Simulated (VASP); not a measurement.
Wanted: the native input for a VASP 6.6.1 run.

| Property | Result |
| --- | --- |
| Task | single point |
| Functional | PBE |
| Potentials or basis | VASP PAW PBE potentials, release 64 (Co) |
| Cutoff | 520 eV |
| k mesh | 13 × 13 × 13 |
| Occupations | tetrahedron |
| Spin | collinear spin, ferromagnetic start |
| Starting moments | [2.0] μB |
| Hubbard terms | Co d U = 2.0 eV |
| Dipole correction | no |
| Further INCAR settings | ALGO = Normal; EDIFF = 1e-06; NBANDS = 14 |

The structure of Co lies in POSCAR:

```
Co
1.0
   -1.4023200000      1.4023200000      1.4023200000
    1.4023200000     -1.4023200000      1.4023200000
    1.4023200000      1.4023200000     -1.4023200000
Co
1
Direct
    0.0000000000      0.0000000000      0.0000000000
```

This isn't the form of Co at room conditions, which is hcp.

The input as run:

INCAR

```
SYSTEM = Co
PREC = Accurate
ENCUT = 520
EDIFF = 1E-6
ISMEAR = -5
SIGMA = 0.1
LREAL = .FALSE.
LASPH = .TRUE.
NELM = 150
ALGO = Normal
ISIF = 2
LWAVE = .FALSE.
LCHARG = .FALSE.
ISPIN = 2
MAGMOM = 2
LORBIT = 11
LMAXMIX = 4
LDAU = .TRUE.
LDAUTYPE = 2
LDAUL = 2
LDAUU = 2
LDAUJ = 0
LDAUPRINT = 1
GGA = PE
NBANDS = 14
```

KPOINTS

```
Automatic mesh
0
G
  13 13 13
  0 0 0
```

Potentials or basis: VASP PAW PBE potentials, release 64 (Co).

Launch:

```sh
$ cat potpaw_PBE.64/Co/POTCAR > POTCAR
$ mpirun -np 1 vasp_std > vasp.out
```

Results of the run:

* Pressure: 3.4 GPa
* Net moment: 1.86 μB per cell
* Site moments: Co +1.91 μB
* Valence electrons inside the program's atomic spheres: Co 8.26

Caveat: the cell stands under pressure; the U is typed as a test and isn't derived for this compound; tetrahedron occupations give inexact forces and stress in metals.

Run time: 23 s on 1 thread of Intel(R) Xeon(R) Platinum 8559C (Emerald Rapids), on a shared host, peak memory 0.15 GiB.
